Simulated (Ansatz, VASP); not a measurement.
**One calculation of O, two programs**

File INCAR:

```
SYSTEM = O
PREC = Accurate
ENCUT = 520
EDIFF = 1E-7
ISMEAR = -1
SIGMA = 0.05
LREAL = .FALSE.
LASPH = .TRUE.
NELM = 100
ALGO = Normal
ISIF = 2
LWAVE = .FALSE.
LCHARG = .FALSE.
NBANDS = 13
```

The input KPOINTS:

```
Automatic mesh
0
G
  10 10 7
  0 0 0
```

The input POSCAR:

```
O
1.0
    2.8128656582     -1.6399481055      0.0000000000
    2.8128656582      1.6399481055      0.0000000000
   -2.3621294444      0.0000000000      3.5977596782
O
2
Direct
    0.9745461700      0.9745461700      0.8444259800
    0.0254538300      0.0254538300      0.1555740200
```

input.yaml

```yaml
crystal:
  lattice:
    - [2.8128656582, -1.6399481055, 0.0]
    - [2.8128656582, 1.6399481055, 0.0]
    - [-2.3621294444, 0.0, 3.5977596782]
  atoms:
    - { symbol: O, position: [0.97454617, 0.97454617, 0.84442598] }
    - { symbol: O, position: [0.02545383, 0.02545383, 0.15557402] }
hamiltonian:
  xc: lda
  pseudopotentials: { kind: paw }
kpoints:
  mp_grid: { grid: [10, 10, 7] }
scf:
  occupations: { method: fermi_dirac, width: 0.05 }
output:
  forces: true
  stress: true
  eigenvalues: true
```

Alike in both runs: task single point; functional LDA; k mesh 10 × 10 × 7; occupations fermi-dirac, width 0.05 eV; no spin polarisation.

|  | VASP | Ansatz |
| --- | --- | --- |
| version | VASP 6.6.1 | Ansatz 0.2.0 |
| potentials or method | VASP PAW LDA potentials, release 64 (O) | Ansatz PAW |
| plane-wave cutoff (eV) | 520 | 420 |
| valence electrons in the cell | 12 | 12 |

Ansatz gave:

| Item | Value |
| --- | --- |
| gap on the k mesh at the Fermi level (eV) | none |
| pressure (GPa) | -4.9 |
| traceless stress, the component that is largest in VASP (GPa) | -0.95 |
| rms of the force components (eV/Å) | 0.253 |

What did VASP give for the same quantities?

gap on the k mesh at the Fermi level (eV): none; pressure (GPa): -1.9; traceless stress, the component that is largest in VASP (GPa): -4.21; rms of the force components (eV/Å): 0.753.

LDA's correlation is that of Perdew and Zunger in VASP and of Perdew and Wang (1992) in Ansatz. Atom by atom the forces differ by 0.982 eV/Å (rms over components). A gap of «none» marks a metal or a gap that the smearing closes.

Noted on VASP's run: the standard files for N, O and F lose accuracy on very short bonds; spin is off for a triplet molecule. Noted on Ansatz's run: Pulay correction over one GPa; spin is off for a triplet molecule.
